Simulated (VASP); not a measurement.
# BaZrO3 (Pm-3m) in VASP: dielectric tensor with r2SCAN

Aim: the dielectric tensor of BaZrO3 with r2SCAN.

Everything below comes from runs of VASP 6.6.1. Logs are shortened: lines on timing, memory, paths and dates and some standing lists are left out, and cuts for length are marked.

## Step 1: The cell of the first run

The structure is cubic, space group Pm-3m (No. 221). The conventional cell has a = 4.037 Å, b = 4.037 Å, c = 4.037 Å, α = 90.00°, β = 90.00°, γ = 90.00°. Within 3.8 Å of Ba (site symmetry m-3m) lie 12 O at 2.85 Å and 8 Zr at 3.50 Å. Zr (site symmetry m-3m) has 6 O at 2.02 Å within 2.7 Å. Within 2.7 Å of O (site symmetry 4/mmm) lie 2 Zr at 2.02 Å.

## Step 2: Dielectric tensor, r2SCAN (strain -4.0%)

Input file INCAR:

```
PREC     = Accurate       # precision mode
ENCUT    = 520            # plane-wave cutoff, eV
EDIFF    = 1E-8           # SCF threshold, eV
ISMEAR   = 0              # smearing method
SIGMA    = 0.01           # smearing width, eV
LREAL    = False          # projectors in reciprocal space
LASPH    = True           # aspherical terms in the spheres
NELM     = 80             # most SCF steps
ALGO     = Normal         # electronic algorithm
ISIF     = 2              # what is computed and relaxed
LWAVE    = False          # write WAVECAR
LCHARG   = False          # write CHGCAR
METAGGA  = R2SCAN         # meta-GGA
LMIXTAU  = True         
LCALCEPS = True
```

Input file KPOINTS:

```
regular mesh
0
Gamma
  6 6 6
```

Input file POSCAR:

```
BaZrO3
1.0
    4.0371407176      0.0000000000      0.0000000000
    0.0000000000      4.0371407176      0.0000000000
    0.0000000000      0.0000000000      4.0371407176
Ba Zr O
1 1 3
Direct
    0.0000000000      0.0000000000      0.0000000000
    0.5000000000      0.5000000000      0.5000000000
    0.5000000000      0.5000000000      0.0000000000
    0.5000000000      0.0000000000      0.5000000000
    0.0000000000      0.5000000000      0.5000000000
```

Potentials or basis: VASP PAW PBE potentials, release 64 (Ba_sv, Zr_sv, O).

On the command line:

```bash
> cat potpaw_PBE.64/Ba_sv/POTCAR potpaw_PBE.64/Zr_sv/POTCAR potpaw_PBE.64/O/POTCAR > POTCAR
> mpirun -np 1 vasp_std > vasp.out
```

OUTCAR:

```text
PREC = Accurate
   ENCUT = 520
   EDIFF = 1E-8
   ISMEAR = 0
   LREAL = False
   LASPH = True
   NELM = 80
   ISIF = 2
   METAGGA = R2SCAN

 ion  position               nearest neighbor table
   1  0.000  0.000  0.000-   3 2.85   4 2.85   5 2.85   4 2.85   5 2.85   3 2.85   5 2.85   5 2.85
                             3 2.85   4 2.85   4 2.85   3 2.85   2 3.50   2 3.50   2 3.50   2 3.50
   2  0.500  0.500  0.500-   3 2.02   4 2.02   5 2.02   3 2.02   4 2.02   5 2.02   1 3.50   1 3.50
                             1 3.50   1 3.50   1 3.50   1 3.50   1 3.50   1 3.50
   3  0.500  0.500  0.000-   2 2.02   2 2.02   1 2.85   1 2.85   1 2.85   1 2.85
   4  0.500  0.000  0.500-   2 2.02   2 2.02   1 2.85   1 2.85   1 2.85   1 2.85
   5  0.000  0.500  0.500-   2 2.02   2 2.02   1 2.85   1 2.85   1 2.85   1 2.85

  LATTYP: Found a simple cubic cell.
 ALAT       =     4.0371407176

  Lattice vectors:

 A1 = (   4.0371407176,   0.0000000000,   0.0000000000)
 A2 = (   0.0000000000,   4.0371407176,   0.0000000000)
 A3 = (   0.0000000000,   0.0000000000,   4.0371407176)

Analysis of symmetry for initial positions (statically):
=====================================================================
 Subroutine PRICEL returns:
 Original cell was already a primitive cell.

 Routine SETGRP: Setting up the symmetry group for a
 simple cubic supercell.

 Subroutine GETGRP returns: Found 48 space group operations
 (whereof 48 operations were pure point group operations)
 out of a pool of 48 trial point group operations.

The static configuration has the point symmetry O_h .

Analysis of symmetry for dynamics (positions and initial velocities):
=====================================================================
 Subroutine PRICEL returns:
 Original cell was already a primitive cell.

 Routine SETGRP: Setting up the symmetry group for a
 simple cubic supercell.

 Subroutine GETGRP returns: Found 48 space group operations
 (whereof 48 operations were pure point group operations)
 out of a pool of 48 trial point group operations.

The dynamic configuration has the point symmetry O_h .

 Subroutine INISYM returns: Found 48 space group operations
 (whereof 48 operations are pure point group operations),
 and found     1 'primitive' translations

----------------------------------------------------------------------------------------

                                     Primitive cell

  volume of cell :      65.7994

  direct lattice vectors                    reciprocal lattice vectors
     4.037140718  0.000000000  0.000000000     0.247700061  0.000000000  0.000000000
     0.000000000  4.037140718  0.000000000     0.000000000  0.247700061  0.000000000
     0.000000000  0.000000000  4.037140718     0.000000000  0.000000000  0.247700061

  length of vectors
     4.037140718  4.037140718  4.037140718     0.247700061  0.247700061  0.247700061

  position of ions in fractional coordinates (direct lattice)
     0.000000000  0.000000000  0.000000000
     0.500000000  0.500000000  0.500000000
     0.500000000  0.500000000  0.000000000
     0.500000000  0.000000000  0.500000000
     0.000000000  0.500000000  0.500000000

  ion indices of the primitive-cell ions
   primitive index   ion index
                 1           1
                 2           2
                 3           3
                 4           4
                 5           5

----------------------------------------------------------------------------------------

 KPOINTS: regular mesh

Automatic generation of k-mesh.
 Grid dimensions read from file:
 generate k-points for:    6    6    6

 Generating k-lattice:

  Cartesian coordinates                     Fractional coordinates (reciprocal lattice)
     0.041283343  0.000000000  0.000000000     0.166666667  0.000000000  0.000000000
     0.000000000  0.041283343  0.000000000     0.000000000  0.166666667  0.000000000
     0.000000000  0.000000000  0.041283343     0.000000000  0.000000000  0.166666667

  Length of vectors
     0.041283343  0.041283343  0.041283343

[... 44 lines left out ...]
   LSORBIT =      F    spin-orbit coupling
   LASPH  =      T    aspherical Exc in radial PAW
   ENCUT  =  520.0 eV  38.22 Ry    6.18 a.u.   7.51  7.51  7.51*2*pi/ulx,y,z
   NELM   =     80;   NELMIN=  2; NELMDL= -5     # of ELM steps
   EDIFF  = 0.1E-07   stopping-criterion for ELM
   LREAL  =      F    real-space projection
   EDIFFG = 0.1E-06   stopping-criterion for IOM
   NSW    =      0    number of steps for IOM
   IBRION =     -1    ionic relax: 0-MD 1-quasi-New 2-CG
   NFREE  =      0    steps in history (QN), initial steepest desc. (CG)
   ISIF   =      2    stress and relaxation
   ISYM   =      2    0-nonsym 1-usesym 2-fastsym
   POTIM  = 0.5000    time-step for ionic-motion
   TEBEG  =    0.0;   TEEND  =   0.0 temperature during run
   PSTRESS=    0.0 pullay stress
   NELECT =      40.0000    total number of electrons
   NUPDOWN=      -1.0000    fix difference up-down
   EMIN   =  10.00;   EMAX   =-10.00  energy-range for DOS
   EFERMI =   0.00;   METHOD = LEGACY
   ISMEAR =     0;   SIGMA  =   0.01  broadening in eV -4-tet -1-fermi 0-gaus
   EFERMI_NEDOS =   21; number of points for ismear=-14 and -15
   IALGO  =     38    algorithm
   IMIX   =      4    mixing-type and parameters
     AMIX     =   0.40;   BMIX     =  1.00
     AMIX_MAG =   1.60;   BMIX_MAG =  1.00
  volume/ion in A,a.u.               =      13.16        88.81
  Fermi-wavevector in a.u.,A,eV,Ry     =   1.386823  2.620715 26.167775  1.923277
  Thomas-Fermi vector in A             =   2.511102
   LORBIT       =      0    0 simple, 1 ext, 2 COOP (PROOUT), +10 PAW based schemes
   METAGGA = R2SCAN    functional components
   LHFCALC =     F    Hartree Fock is set to
   AEXX    =    0.0000 exact exchange contribution
   IVDW    =     0    specifies the selected vdW correction
   LEPSILON=     F    determine dielectric tensor
   LRPA    =     F    only Hartree local field effects (RPA)
   LRPA       =     F
 non-spin polarized calculation
 Gauss-broadening in eV      SIGMA  =   0.01
  energy-cutoff  :      520.00
  volume of cell :       65.80
 maximum number of plane-waves:      1800
   NGX = 15   NGY = 15   NGZ = 15

 Total electronic dipole moment: p[elc]=(     0.00000     0.00000    -0.00000 ) |e| Angst

 number of electron      39.9999976 magnetization

 Free energy of the ion-electron system (eV)
  ---------------------------------------------------
  ext. energy  EPLUGINS =         0.00000000
  ---------------------------------------------------
  free energy    TOTEN  =       -84.40065131 eV

  energy without entropy =      -84.40065131  energy(sigma->0) =      -84.40065131

 E-fermi :   4.4819     XC(G=0): -12.0159

 val. band max:        4.3266520580   @ k =   0.5000   0.5000   0.5000
 cond. band min:   10000.0000000000   @ k =   0.0000   0.0000   0.0000
 fundamental gap:   9995.6733479420
 Fermi energy:         4.4819110905

 k-point     1 :       0.0000    0.0000    0.0000
  band No.  band energies     occupation
      1     -43.4454      2.00000
      2     -21.3549      2.00000
      3     -21.0716      2.00000
      4     -21.0716      2.00000
      5     -21.0716      2.00000
      6     -13.1726      2.00000
[... 637 lines left out ...]
     23   10000.0000      0.00000
     24   10000.0000      0.00000

 [... further k-points ...]

------------------------ aborting loop because EDIFF is reached ----------------------------------------

            Ionic dipole moment: p[ion]=(   -48.44569   -48.44569   -48.44569 ) |e| Angst

 Total electronic dipole moment: p[elc]=(     0.00000     0.00000     0.01285 ) |e| Angst

 MACROSCOPIC STATIC DIELECTRIC TENSOR (including local field effects)
 ------------------------------------------------------
           4.533087    -0.000000    -0.000000
          -0.000000     4.533087     0.000000
           0.000000     0.000000     4.533087
 ------------------------------------------------------

 PIEZOELECTRIC TENSOR (including local field effects) (e Angst)
          XX          YY          ZZ          XY          YZ          ZX
  --------------------------------------------------------------------------------
  x     0.00000     0.00000     0.00000     0.00000     0.00000     0.00000
  y     0.00000     0.00000     0.00000     0.00000     0.00000     0.00000
  z     0.00000     0.00000     0.00000     0.00000     0.00000     0.00000

 PIEZOELECTRIC TENSOR (including local field effects) (C/m^2)
          XX          YY          ZZ          XY          YZ          ZX
  --------------------------------------------------------------------------------
  x     0.00000     0.00000     0.00000     0.00000     0.00000     0.00000
  y     0.00000     0.00000     0.00000     0.00000     0.00000     0.00000
  z     0.00000     0.00000     0.00000     0.00000     0.00000     0.00000

 BORN EFFECTIVE CHARGES (including local field effects) (in |e|, cummulative output)
 ---------------------------------------------------------------------------------
 ion    1
    1     2.74016     0.00000     0.00000
    2     0.00000     2.74016     0.00000
    3     0.00000     0.00000     2.74016
 ion    2
    1     6.05409    -0.00000    -0.00000
    2     0.00000     6.05409     0.00000
    3    -0.00000    -0.00000     6.05409
 ion    3
    1    -2.03816    -0.00000    -0.00000
    2    -0.00000    -2.03816    -0.00000
    3     0.00000    -0.00000    -4.71794
 ion    4
    1    -2.03816    -0.00000    -0.00000
    2    -0.00000    -4.71794     0.00000
    3    -0.00000    -0.00000    -2.03816
 ion    5
    1    -4.71794    -0.00000    -0.00000
    2     0.00000    -2.03816     0.00000
    3    -0.00000    -0.00000    -2.03816

  FORCE on cell =-STRESS in cart. coord.  units (eV):
  Direction    XX          YY          ZZ          XY          YZ          ZX
  --------------------------------------------------------------------------------------
  -------------------------------------------------------------------------------------
  Total       11.4031968     11.4031968     11.4031968      0.0000000     -0.0000000      0.0000000
  in kB      277.6614187    277.6614187    277.6614187      0.0000000     -0.0000000      0.0000000
  external PRESSURE =     277.6614187 kB  Pullay stress =       0.0000000 kB

 VOLUME and BASIS-vectors are now :
 -----------------------------------------------------------------------------
  energy-cutoff  :      520.00
  volume of cell :       65.80
      direct lattice vectors                 reciprocal lattice vectors
     4.037140718  0.000000000  0.000000000     0.247700061  0.000000000  0.000000000
     0.000000000  4.037140718  0.000000000     0.000000000  0.247700061  0.000000000
     0.000000000  0.000000000  4.037140718     0.000000000  0.000000000  0.247700061

 POSITION                                       TOTAL-FORCE (eV/Angst)
 -----------------------------------------------------------------------------------
      0.00000      0.00000      0.00000         0.000000      0.000000      0.000000
      2.01857      2.01857      2.01857         0.000000      0.000000      0.000000
      2.01857      2.01857      0.00000         0.000000      0.000000      0.000000
      2.01857      0.00000      2.01857         0.000000      0.000000      0.000000
      0.00000      2.01857      2.01857         0.000000      0.000000      0.000000
 -----------------------------------------------------------------------------------
    total drift:                                0.000000      0.000000     -0.000000

  FREE ENERGIE OF THE ION-ELECTRON SYSTEM (eV)
  ---------------------------------------------------
  free  energy   TOTEN  =       -84.4006513129 eV

  energy  without entropy=      -84.4006513129  energy(sigma->0) =      -84.40065131
```

Wall time 57 min (1 thread of Intel Xeon Platinum 8259CL at 2.50GHz (Skylake/Cascade Lake), shared host); peak memory 0.41 GiB.

What came out:

- Band gap on the k mesh: 3.96 eV (least direct gap 4.03 eV)
- Electronic dielectric tensor (diagonal): 4.53
- Born charges (mean of the diagonal): Ba +2.74; Zr +6.05; O -2.93 e

Electronic dielectric tensor:
```
4.53 0.00 0.00
0.00 4.53 0.00
0.00 0.00 4.53
```

Born effective charge tensors (e):
atom 1, Ba
```
2.74 0.00 0.00
0.00 2.74 0.00
0.00 0.00 2.74
```
atom 2, Zr
```
6.05 0.00 0.00
0.00 6.05 0.00
0.00 0.00 6.05
```
atom 3, O
```
-2.04  0.00  0.00
 0.00 -2.04  0.00
 0.00  0.00 -4.72
```
atom 4, O
```
-2.04  0.00  0.00
 0.00 -4.72  0.00
 0.00  0.00 -2.04
```
atom 5, O
```
-4.72  0.00  0.00
 0.00 -2.04  0.00
 0.00  0.00 -2.04
```

Dipole moments of the cell (e·Å, modulo the quantum): ionic -48.446, -48.446, -48.446; electronic 0.000, 0.000, 0.013

Caveat: the cell differs from its parent crystal (strain -4.0%); the PAW data sets were made with another functional, which shifts forces and pressure a little; spin-orbit coupling is left out, which moves the levels of the heavy elements. A k mesh can miss the band edges.
